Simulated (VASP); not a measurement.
# CdS (I-4m2) in VASP: notebook, part 2 of 2

VASP 6.6.1. Earlier steps stand in the parts before.

## 3. Electric field gradients, PBE (zz strain of -1 %)

The input, INCAR:

```
PREC = Accurate
ENCUT = 400
EDIFF = 1E-8
ISMEAR = -1
SIGMA = 0.02
LREAL = False
LASPH = True
NELM = 120
ALGO = Normal
ISIF = 2
LWAVE = False
LCHARG = False
GGA = PE
LEFG = True
NBANDS = 16
GGA_COMPAT = False
```

The input, KPOINTS:

```
regular mesh
0
Gamma
  7 7 7
```

The input, POSCAR:

```
CdS
1.0
    0.0000000000      2.9429534649      2.9135239302
    2.9429534649      0.0000000000      2.9135239302
    2.9429534649      2.9429534649      0.0000000000
Cd S
1 1
Direct
    0.0000000000      0.0000000000      0.0000000000
    0.7500000000      0.7500000000      0.7500000000
```

Potentials or basis: VASP PAW PBE potentials, release 64 (Cd, S).

Command:

```
$ cat potpaw_PBE.64/Cd/POTCAR potpaw_PBE.64/S/POTCAR > POTCAR
$ mpirun -np 1 vasp_std > vasp.out
```

OUTCAR:

```text
PREC = Accurate
   ENCUT = 400
   EDIFF = 1E-8
   ISMEAR = -1
   LREAL = False
   LASPH = True
   NELM = 120
   ISIF = 2
   GGA = PE

 ion  position               nearest neighbor table
   1  0.000  0.000  0.000-   2 2.54   2 2.54   2 2.54   2 2.54
   2  0.750  0.750  0.750-   1 2.54   1 2.54   1 2.54   1 2.54

  LATTYP: Found a body centered tetragonal cell.
 ALAT       =     4.1619647035
 C/A-ratio  =     1.4000714267

  Lattice vectors:

 A1 = (   0.0000000000,  -2.9429534649,  -2.9135239302)
 A2 = (   0.0000000000,   2.9429534649,  -2.9135239302)
 A3 = (   2.9429534649,   0.0000000000,   2.9135239302)

Analysis of symmetry for initial positions (statically):
=====================================================================
 Subroutine PRICEL returns:
 Original cell was already a primitive cell.

 Routine SETGRP: Setting up the symmetry group for a
 body centered tetragonal supercell.

 Subroutine GETGRP returns: Found  8 space group operations
 (whereof  8 operations were pure point group operations)
 out of a pool of 16 trial point group operations.

The static configuration has the point symmetry D_2d.

Analysis of symmetry for dynamics (positions and initial velocities):
=====================================================================
 Subroutine PRICEL returns:
 Original cell was already a primitive cell.

 Routine SETGRP: Setting up the symmetry group for a
 body centered tetragonal supercell.

 Subroutine GETGRP returns: Found  8 space group operations
 (whereof  8 operations were pure point group operations)
 out of a pool of 16 trial point group operations.

The dynamic configuration has the point symmetry D_2d.

 Subroutine INISYM returns: Found  8 space group operations
 (whereof  8 operations are pure point group operations),
 and found     1 'primitive' translations

----------------------------------------------------------------------------------------

                                     Primitive cell

  volume of cell :      50.4679

  direct lattice vectors                    reciprocal lattice vectors
     0.000000000  2.942953465  2.913523930    -0.169897352  0.169897352  0.171613487
     2.942953465  0.000000000  2.913523930     0.169897352 -0.169897352  0.171613487
     2.942953465  2.942953465  0.000000000     0.169897352  0.169897352 -0.171613487

  length of vectors
     4.141207166  4.141207166  4.161964703     0.295264981  0.295264981  0.295264981

  position of ions in fractional coordinates (direct lattice)
     0.000000000  0.000000000  0.000000000
     0.750000000  0.750000000  0.750000000

  ion indices of the primitive-cell ions
   primitive index   ion index
                 1           1
                 2           2

----------------------------------------------------------------------------------------

 KPOINTS: regular mesh

[... 67 lines left out ...]
   EDIFF  = 0.1E-07   stopping-criterion for ELM
   LREAL  =      F    real-space projection
   EDIFFG = 0.1E-06   stopping-criterion for IOM
   NSW    =      0    number of steps for IOM
   IBRION =     -1    ionic relax: 0-MD 1-quasi-New 2-CG
   NFREE  =      0    steps in history (QN), initial steepest desc. (CG)
   ISIF   =      2    stress and relaxation
   ISYM   =      2    0-nonsym 1-usesym 2-fastsym
   POTIM  = 0.5000    time-step for ionic-motion
   TEBEG  =    0.0;   TEEND  =   0.0 temperature during run
   PSTRESS=    0.0 pullay stress
   NELECT =      18.0000    total number of electrons
   NUPDOWN=      -1.0000    fix difference up-down
   EMIN   =  10.00;   EMAX   =-10.00  energy-range for DOS
   EFERMI =   0.00;   METHOD = LEGACY
   ISMEAR =    -1;   SIGMA  =   0.02  broadening in eV -4-tet -1-fermi 0-gaus
   EFERMI_NEDOS =   21; number of points for ismear=-14 and -15
   IALGO  =     38    algorithm
   IMIX   =      4    mixing-type and parameters
     AMIX     =   0.40;   BMIX     =  1.00
     AMIX_MAG =   1.60;   BMIX_MAG =  1.00
  volume/ion in A,a.u.               =      25.23       170.29
  Fermi-wavevector in a.u.,A,eV,Ry     =   1.160987  2.193947 18.339155  1.347890
  Thomas-Fermi vector in A             =   2.297563
   LORBIT       =      0    0 simple, 1 ext, 2 COOP (PROOUT), +10 PAW based schemes
   GGA     = PE    functional components
   LHFCALC =     F    Hartree Fock is set to
   AEXX    =    0.0000 exact exchange contribution
   IVDW    =     0    specifies the selected vdW correction
   LEPSILON=     F    determine dielectric tensor
   LRPA    =     F    only Hartree local field effects (RPA)
 non-spin polarized calculation
  energy-cutoff  :      400.00
  volume of cell :       50.47
 maximum number of plane-waves:       930
   NGX = 13   NGY = 13   NGZ = 13

 number of electron      17.9999990 magnetization

 Free energy of the ion-electron system (eV)
  ---------------------------------------------------
  ext. energy  EPLUGINS =         0.00000000
  ---------------------------------------------------
  free energy    TOTEN  =        -6.13203692 eV

  energy without entropy =       -6.13203692  energy(sigma->0) =       -6.13203692

 E-fermi :   1.6349     XC(G=0):  -9.0701

 val. band max:        1.1904912411   @ k =   0.0000   0.0000   0.0000
 cond. band min:       2.2807686247   @ k =   0.0000   0.0000   0.0000
 fundamental gap:      1.0902773836
 Fermi energy:         1.6348531707

 k-point     1 :       0.0000    0.0000    0.0000
  band No.  band energies     occupation
      1     -11.0962      2.00000
      2      -6.4976      2.00000
      3      -6.4976      2.00000
      4      -6.4917      2.00000
      5      -6.0409      2.00000
      6      -6.0365      2.00000
[... 433 lines left out ...]
      3      -6.2935      2.00000
      4      -6.0879      2.00000
      5      -6.0081      2.00000
      6      -5.6018      2.00000
[... 8 lines left out ...]
     15      13.4527      0.00000
     16      14.5541      0.00000

 [... further k-points ...]
[... 5 lines left out ...]
  --------------------------------------------------------------------------------------
  -------------------------------------------------------------------------------------
  Total        0.5144511      0.5144511      0.5680983      0.0000000      0.0000000      0.0000000
  in kB       16.3319962     16.3319962     18.0351068      0.0000000      0.0000000      0.0000000
  external PRESSURE =      16.8996998 kB  Pullay stress =       0.0000000 kB

 VOLUME and BASIS-vectors are now :
 -----------------------------------------------------------------------------
  energy-cutoff  :      400.00
  volume of cell :       50.47
      direct lattice vectors                 reciprocal lattice vectors
     0.000000000  2.942953465  2.913523930    -0.169897352  0.169897352  0.171613487
     2.942953465  0.000000000  2.913523930     0.169897352 -0.169897352  0.171613487
     2.942953465  2.942953465  0.000000000     0.169897352  0.169897352 -0.171613487

 POSITION                                       TOTAL-FORCE (eV/Angst)
 -----------------------------------------------------------------------------------
      0.00000      0.00000      0.00000         0.000000      0.000000      0.000000
      4.41443      4.41443      4.37029        -0.000000     -0.000000     -0.000000
 -----------------------------------------------------------------------------------
    total drift:                               -0.000000     -0.000000     -0.000000

  FREE ENERGIE OF THE ION-ELECTRON SYSTEM (eV)
  ---------------------------------------------------
  free  energy   TOTEN  =        -6.1320369207 eV

  energy  without entropy=       -6.1320369207  energy(sigma->0) =       -6.13203692

 Electric field gradients (V/A^2)
---------------------------------------------------------------------
 ion       V_xx      V_yy      V_zz      V_xy      V_xz      V_yz
---------------------------------------------------------------------
   1      -1.544    -1.544     3.088     0.002     0.002     0.002
   2       0.948     0.948    -1.897    -0.000    -0.000    -0.000
---------------------------------------------------------------------

 Electric field gradients after diagonalization (V/A^2)
 (convention: |V_zz| > |V_xx| > |V_yy|)
----------------------------------------------------------------------
 ion       V_xx      V_yy      V_zz     asymmetry (V_yy - V_xx)/ V_zz
----------------------------------------------------------------------
   1      -1.546    -1.543     3.088       0.001
   2       0.948     0.948    -1.897       0.000
----------------------------------------------------------------------

           NMR quadrupolar parameters

 Cq : quadrupolar parameter    Cq=e*Q*V_zz/h
 eta: asymmetry parameters     (V_yy - V_xx)/ V_zz
 Q  : nuclear electric quadrupole moment in mb (millibarn)
----------------------------------------------------------------------
 ion       Cq(MHz)       eta       Q (mb)
----------------------------------------------------------------------
   1       0.007       0.001       1.000
   2      -0.005       0.000       1.000
----------------------------------------------------------------------
```

It took 15 s on 1 thread of Intel Xeon Platinum 8488C (Sapphire Rapids), shared host; peak memory 0.16 GiB.

What came out:

```yaml
Free_energy: -6.1320 eV
Pressure: 1.7 GPa
Band_gap_on_the_k_mesh: 1.09 eV, direct
```

Electric field gradients, principal values (V/Å²):
| atom | least | middle | greatest (by size) |
| --- | --- | --- | --- |
| 1 Cd | -1.543 | -1.546 | 3.088 |
| 2 S | 0.948 | 0.948 | -1.897 |

Caveat: the cell differs from its parent crystal (zz strain of -1 %); without QUAD_EFG the Cq values of the log hold for a quadrupole moment of 1 mb, not for the nuclei.
